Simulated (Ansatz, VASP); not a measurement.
**Si3F4 in VASP and in Ansatz**

```
Si F
1.0
     0.00000    3.82511    3.82511
     3.82511    0.00000    3.82511
     3.82511    3.82511    0.00000
Si F
3 4
Direct
  0.25000 0.25000 0.25000
  0.00000 0.00000 0.00000
  0.50000 0.50000 0.50000
  0.88062 0.35813 0.88062
  0.88062 0.88062 0.88062
  0.35813 0.88062 0.88062
  0.88062 0.88062 0.35813
```

Alike in both runs: functional PBE; k mesh 8 × 8 × 8; occupations gaussian, width 0.1 eV; no spin polarisation.

Ansatz relaxed the structure, and its values are those at the end. VASP's run is a single point on that final structure, the one shown.

|  | VASP | Ansatz |
| --- | --- | --- |
| version | VASP 6.6.1 | Ansatz 0.2.0 |
| potentials or method | VASP PAW PBE potentials, release 64 (Si, F_h), cutoff 910 eV | scalar-relativistic, plane waves, PAW |
| valence electrons in the cell | 40 | 40 |

|  | VASP | Ansatz | Ansatz less VASP |
| --- | --- | --- | --- |
| gap on the k mesh at the Fermi level (eV) | none | none | - |
| rms of the force components (eV/Å) | 0.032 | 0.001 | -0.0314 |

A gap of «none» marks a metal or a gap that the smearing closes.

Noted on VASP's run: the cutoff is short for stress, so the pressure is rough.
